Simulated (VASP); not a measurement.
Crystal: CaCu4Bi.

```xyz
6
Lattice="0.0000 3.6420 3.6420 3.6420 0.0000 3.6420 3.6420 3.6420 0.0000" Properties=species:S:1:pos:R:3 pbc="T T T"
Ca    0.0000    0.0000    0.0000
Cu    2.7399    4.5441    4.5441
Cu    2.7399    2.7399    2.7399
Cu    4.5441    2.7399    4.5441
Cu    4.5441    4.5441    2.7399
Bi    5.4631    5.4631    5.4631
```

The cell was generated, and may not be a known phase.

| Item | Value |
| --- | --- |
| Program | VASP 6.6.1 |
| Task | relaxation of cell and atoms |
| Functional | PBE |
| Potentials or basis | VASP PAW PBE potentials, release 64 (Ca_sv, Cu, Bi_d) |
| Cutoff | 600 eV |
| k mesh | 4 × 4 × 4 |
| Occupations | gaussian, width 0.1 eV |
| Spin | no spin polarisation |

At the start: pressure 6.8 GPa; volume 16.10 Å³/atom.

Q: How do energy, volume and symmetry change on relaxing?

A: Over 6 steps the energy falls by 25.9 meV/atom and the volume is 17.28 Å³/atom (+7.3 %); space group F-43m (No. 216, to 0.1 Å) before and after.

The path:
```csv
step,energy change (eV),largest force (eV/Å),pressure (GPa),volume (Å³)
1,0.0000,0.2968,6.77,96.62
2,-0.1392,0.0970,-1.77,106.45
3,-0.1521,0.1280,-0.15,104.03
4,-0.1521,0.1302,0.01,103.88
5,-0.1544,0.0762,0.07,103.79
6,-0.1555,0.0026,0.18,103.66
```

Final structure:
```
CELL_PARAMETERS angstrom
0.00000 3.72840 3.72840
3.72840 0.00000 3.72840
3.72840 3.72840 0.00000
ATOMIC_POSITIONS crystal
Ca 0.00000 0.00000 0.00000
Cu 0.87725 0.37425 0.37425
Cu 0.37425 0.37425 0.37425
Cu 0.37425 0.87725 0.37425
Cu 0.37425 0.37425 0.87725
Bi 0.75000 0.75000 0.75000
```

Caveat: the k points lie up to 0.36 Å⁻¹ apart in the final cell, too coarse for converged energies and pressures of a metal.
